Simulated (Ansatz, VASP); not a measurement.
**KSr in VASP and in Ansatz**

```
CELL_PARAMETERS angstrom
4.29511 0.00000 0.00000
-2.14756 3.71968 0.00000
0.00000 0.00000 16.13042
ATOMIC_POSITIONS crystal
K 0.33333 0.66667 0.05990
K 0.66667 0.33333 0.55990
Sr 0.33333 0.66667 0.32220
Sr 0.66667 0.33333 0.82220
```

Alike in both runs: functional PBE; k mesh 6 × 6 × 2; occupations gaussian, width 0.1 eV; no spin polarisation.

Ansatz relaxed the structure, and its values are those at the end. VASP's run is a single point on that final structure, the one shown.

```csv
,VASP,Ansatz
version,VASP 6.6.1,Ansatz 0.2.0
potentials or method,"VASP PAW PBE potentials, release 64 (K_sv, Sr_sv), cutoff 520 eV","scalar-relativistic, plane waves, PAW"
valence electrons in the cell,38,38
```

|  | VASP | Ansatz | Ansatz less VASP |
| --- | --- | --- | --- |
| gap on the k mesh at the Fermi level (eV) | none | none | - |
| pressure (GPa) | 0.0 | 0.0 | 0.00 |
| rms of the force components (eV/Å) | 0.003 | 0.003 | +0.0001 |

A gap of «none» marks a metal or a gap that the smearing closes.
